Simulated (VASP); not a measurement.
# Ag (P6/mmm) in VASP: further runs

Ag is run at these levels: PBE; tasks: single point, relaxation of cell and atoms.

Everything below comes from runs of VASP 6.6.1. Logs are shortened: lines on timing, memory, paths and dates and some standing lists are left out, and cuts for length are marked.

## (1) The cell of the first run

It takes space group P6/mmm (No. 191, hexagonal). The conventional cell has a = 2.843 Å, b = 2.843 Å, c = 2.776 Å, α = 90.00°, β = 90.00°, γ = 120.00°. Within 3.7 Å of Ag (site symmetry 6/mmm) lie 8 Ag at 2.78 to 2.84 Å.

This isn't the form of Ag at room conditions, which is fcc.

## (2) Single point, PBE

INCAR

```
  PREC = Accurate
  ENCUT = 520
  EDIFF = 1E-6
  ISMEAR = 0
  SIGMA = 0.1
  LREAL = False
  LASPH = True
  NELM = 80
  ALGO = Fast
  ISIF = 2
  LWAVE = False
  LCHARG = False
  GGA = PE
  NBANDS = 12
```

KPOINTS

```
Automatic mesh
0
Gamma
  24 24 20
```

POSCAR

```
Ag
1.0
    2.8432414074      0.0000000000      0.0000000000
   -1.4216207037      2.4623192879      0.0000000000
    0.0000000000      0.0000000000      2.7760935281
Ag
1
Direct
    0.0000000000      0.0000000000      0.0000000000
```

Potentials or basis: VASP PAW PBE potentials, release 64 (Ag).

The run is started by

```bash
cat potpaw_PBE.64/Ag/POTCAR > POTCAR
mpirun -np 1 vasp_std > vasp.out
```

OUTCAR:

```text
PREC = Accurate
   ENCUT = 520
   EDIFF = 1E-6
   ISMEAR = 0
   LREAL = False
   LASPH = True
   NELM = 80
   ISIF = 2
   GGA = PE

 ion  position               nearest neighbor table
   1  0.000  0.000  0.000-

  LATTYP: Found a hexagonal cell.
 ALAT       =     2.8432414074
 C/A-ratio  =     0.9763833352

  Lattice vectors:

 A1 = (   2.8432414074,   0.0000000000,   0.0000000000)
 A2 = (  -1.4216207037,   2.4623192879,   0.0000000000)
 A3 = (   0.0000000000,   0.0000000000,   2.7760935281)

Analysis of symmetry for initial positions (statically):
=====================================================================
 Subroutine PRICEL returns:
 Original cell was already a primitive cell.

 Routine SETGRP: Setting up the symmetry group for a
 hexagonal supercell.

 Subroutine GETGRP returns: Found 24 space group operations
 (whereof 24 operations were pure point group operations)
 out of a pool of 24 trial point group operations.

The static configuration has the point symmetry D_6h.

Analysis of symmetry for dynamics (positions and initial velocities):
=====================================================================
 Subroutine PRICEL returns:
 Original cell was already a primitive cell.

 Routine SETGRP: Setting up the symmetry group for a
 hexagonal supercell.

 Subroutine GETGRP returns: Found 24 space group operations
 (whereof 24 operations were pure point group operations)
 out of a pool of 24 trial point group operations.

The dynamic configuration has the point symmetry D_6h.

 Subroutine INISYM returns: Found 24 space group operations
 (whereof 24 operations are pure point group operations),
 and found     1 'primitive' translations

----------------------------------------------------------------------------------------

                                     Primitive cell

  volume of cell :      19.4353

  direct lattice vectors                    reciprocal lattice vectors
     2.843241407  0.000000000  0.000000000     0.351711254  0.203060587  0.000000000
    -1.421620704  2.462319288  0.000000000     0.000000000  0.406121174  0.000000000
     0.000000000  0.000000000  2.776093528     0.000000000  0.000000000  0.360218411

  length of vectors
     2.843241407  2.843241407  2.776093528     0.406121174  0.406121174  0.360218411

  position of ions in fractional coordinates (direct lattice)
     0.000000000  0.000000000  0.000000000

  ion indices of the primitive-cell ions
   primitive index   ion index
                 1           1
[... 75 lines left out ...]
   NSW    =      0    number of steps for IOM
   IBRION =     -1    ionic relax: 0-MD 1-quasi-New 2-CG
   NFREE  =      0    steps in history (QN), initial steepest desc. (CG)
   ISIF   =      2    stress and relaxation
   ISYM   =      2    0-nonsym 1-usesym 2-fastsym
   POTIM  = 0.5000    time-step for ionic-motion
   TEBEG  =    0.0;   TEEND  =   0.0 temperature during run
   PSTRESS=    0.0 pullay stress
   NELECT =      11.0000    total number of electrons
   NUPDOWN=      -1.0000    fix difference up-down
   EMIN   =  10.00;   EMAX   =-10.00  energy-range for DOS
   EFERMI =   0.00;   METHOD = LEGACY
   ISMEAR =     0;   SIGMA  =   0.10  broadening in eV -4-tet -1-fermi 0-gaus
   EFERMI_NEDOS =   21; number of points for ismear=-14 and -15
   IALGO  =     68    algorithm
   IMIX   =      4    mixing-type and parameters
     AMIX     =   0.40;   BMIX     =  1.00
     AMIX_MAG =   1.60;   BMIX_MAG =  1.00
  volume/ion in A,a.u.               =      19.44       131.16
  Fermi-wavevector in a.u.,A,eV,Ry     =   1.354176  2.559021 24.950250  1.833792
  Thomas-Fermi vector in A             =   2.481369
   LORBIT       =      0    0 simple, 1 ext, 2 COOP (PROOUT), +10 PAW based schemes
   GGA     = PE    functional components
   LHFCALC =     F    Hartree Fock is set to
   AEXX    =    0.0000 exact exchange contribution
   IVDW    =     0    specifies the selected vdW correction
   LEPSILON=     F    determine dielectric tensor
   LRPA    =     F    only Hartree local field effects (RPA)
 non-spin polarized calculation
 RMM-DIIS sequential band-by-band and
 Gauss-broadening in eV      SIGMA  =   0.10
  energy-cutoff  :      520.00
  volume of cell :       19.44
 maximum number of plane-waves:       541
 NGX is ok and might be reduce to    24
   NGX = 11   NGY = 11   NGZ = 11

 number of electron      11.0000000 magnetization

 Free energy of the ion-electron system (eV)
  ---------------------------------------------------
  ext. energy  EPLUGINS =         0.00000000
  ---------------------------------------------------
  free energy    TOTEN  =        -2.53137334 eV

  energy without entropy =       -2.52941947  energy(sigma->0) =       -2.53039641

 E-fermi :   6.7637     XC(G=0): -11.3909

 val. band max:        6.7601531130   @ k =   0.1667   0.0417   0.4500
 cond. band min:       6.7689472940   @ k =   0.3333   0.1667   0.0000
 fundamental gap:      0.0087941810
 Fermi energy:         6.7637280685

 k-point     1 :       0.0000    0.0000    0.0000
  band No.  band energies     occupation
      1      -0.1215      2.00000
      2       0.9081      2.00000
      3       2.2495      2.00000
      4       2.2495      2.00000
      5       3.8530      2.00000
      6       3.8530      2.00000
      7      19.7857      0.00000
      8      22.9404      0.00000
      9      25.3948      0.00000
     10      25.6380      0.00000
     11      25.6380      0.00000
     12      29.6241      0.00000
[... 331 lines left out ...]
 k-point    24 :       0.4583    0.0417    0.0000
  band No.  band energies     occupation
      1       0.8093      2.00000
      2       1.5554      2.00000
      3       2.8261      2.00000
      4       3.6212      2.00000
      5       4.0080      2.00000
      6       6.7209      1.45521
      7       9.9581      0.00000
      8      18.5583      0.00000
      9      24.4661      0.00000
     10      24.9259      0.00000
     11      26.3837      0.00000
     12      30.4768      0.00000

 [... further k-points ...]
[... 5 lines left out ...]
  --------------------------------------------------------------------------------------
  -------------------------------------------------------------------------------------
  Total       -0.0084351     -0.0084351     -0.0090337      0.0000000      0.0000000      0.0000000
  in kB       -0.6953621     -0.6953621     -0.7447016      0.0000000      0.0000000      0.0000000
  external PRESSURE =      -0.7118086 kB  Pullay stress =       0.0000000 kB

 VOLUME and BASIS-vectors are now :
 -----------------------------------------------------------------------------
  energy-cutoff  :      520.00
  volume of cell :       19.44
      direct lattice vectors                 reciprocal lattice vectors
     2.843241407  0.000000000  0.000000000     0.351711254  0.203060587  0.000000000
    -1.421620704  2.462319288  0.000000000     0.000000000  0.406121174  0.000000000
     0.000000000  0.000000000  2.776093528     0.000000000  0.000000000  0.360218411

 POSITION                                       TOTAL-FORCE (eV/Angst)
 -----------------------------------------------------------------------------------
      0.00000      0.00000      0.00000        -0.000000      0.000000      0.000000
 -----------------------------------------------------------------------------------
    total drift:                                0.000000     -0.000000      0.000000

  FREE ENERGIE OF THE ION-ELECTRON SYSTEM (eV)
  ---------------------------------------------------
  free  energy   TOTEN  =        -2.5313733367 eV

  energy  without entropy=       -2.5294194735  energy(sigma->0) =       -2.53039641
```

stdout:

```text
POSCAR found type information on POSCAR Ag
 POSCAR found :  1 types and       1 ions
 scaLAPACK will be used
 LDA part: xc-table for (Slater+PW92), standard interpolation
 POSCAR, INCAR and KPOINTS ok, starting setup
 FFT: planning ... GRIDC
 FFT: planning ... GRID_SOFT
 FFT: planning ... GRID
 WAVECAR not read
 entering main loop
```

Wall time 84 s (1 thread of Intel Xeon Platinum 8259CL at 2.50GHz (Skylake/Cascade Lake), shared host); peak memory 0.26 GiB.

Results:

* Free energy: -2.5314 eV
* Pressure: -0.1 GPa
* Band gap on the k mesh: zero (an odd number of electrons rules out a gap without spin polarisation)

## (3) Relaxation of cell and atoms, PBE

This run uses another cell than the first one, of 19.50 Å³/atom.

INCAR

```
ALGO     = Fast           # electronic algorithm
EDIFF    = 1E-7           # SCF threshold, eV
EDIFFG   = -0.01          # ionic threshold
ENCUT    = 600            # plane-wave cutoff, eV
GGA      = PE             # functional
IBRION   = 2              # ionic algorithm
ISIF     = 3              # what is computed and relaxed
ISMEAR   = 0              # smearing method
LASPH    = True           # aspherical terms in the spheres
LCHARG   = False          # write CHGCAR
LREAL    = False          # projectors in reciprocal space
LWAVE    = False          # write WAVECAR
NELM     = 60             # most SCF steps
NSW      = 100            # ionic steps
PREC     = Accurate       # precision mode
SIGMA    = 0.1            # smearing width, eV
```

KPOINTS

```
k-points
0
Gamma
  24 24 20
```

POSCAR

```
Ag
1.0
    2.8583524442      0.0000000000      0.0000000000
   -1.4291762221      2.4754058296      0.0000000000
    0.0000000000      0.0000000000      2.7558117323
Ag
1
Direct
    0.0000000000      0.0000000000      0.0000000000
```

Potentials or basis: VASP PAW PBE potentials, release 64 (Ag).

The run is started by

```bash
cat potpaw_PBE.64/Ag/POTCAR > POTCAR
mpirun -np 1 vasp_std > vasp.out
```

It took 3 min on 1 thread of Intel Xeon Platinum 8259CL at 2.50GHz (Skylake/Cascade Lake), shared host; peak memory 0.28 GiB.

Results (log left out):

* Free energy: -2.5312 eV
* Relaxed volume: 19.41 Å³/atom
* Relaxed cell: a = 2.842 Å, b = 2.842 Å, c = 2.774 Å, α = 90.00°, β = 90.00°, γ = 120.00°
* Space group after relaxing (to 0.1 Å): P6/mmm (No. 191)
* Energy gained by relaxing: 1.2 meV/atom
* Ionic steps: 4
* Pressure after relaxing: 0.0 GPa
* Band gap on the k mesh: zero (an odd number of electrons rules out a gap without spin polarisation)

The path:
```
step  energy change (eV)  largest force (eV/Å)  pressure (GPa)  volume (Å³)
   1              0.0000                0.0000           -0.45        19.50
   2             -0.0012                0.0000            0.22        19.34
   3             -0.0012                0.0000            0.15        19.36
   4             -0.0012                0.0000           -0.01        19.41
```

Final structure:
```cif
data_structure
_symmetry_space_group_name_H-M 'P 1'
_symmetry_Int_Tables_number 1
_cell_length_a 2.8420
_cell_length_b 2.8420
_cell_length_c 2.7743
_cell_angle_alpha 90.000
_cell_angle_beta 90.000
_cell_angle_gamma 120.000
_cell_volume 19.41
loop_
_atom_site_label
_atom_site_type_symbol
_atom_site_fract_x
_atom_site_fract_y
_atom_site_fract_z
_atom_site_occupancy
Ag1 Ag 0.00000 0.00000 0.00000 1
```

Levels at points of the mesh, in eV from the Fermi level:
```
           k point  band 2  band 3  band 4  band 5  band 6  band 7  band 8  band 9
(0.00, 0.00, 0.00)   -5.86   -4.52   -4.52   -2.91   -2.91   13.04   16.18   18.70
(0.50, 0.00, 0.00)   -5.21   -3.95   -3.13   -2.66   -0.05    3.06   12.14   17.68
(0.00, 0.00, 0.50)   -4.34   -4.34   -3.72   -3.72   -0.97    1.23   18.94   21.08
(0.50, 0.00, 0.50)   -5.58   -4.10   -2.59   -2.30    4.14    4.84    8.90   10.42
```
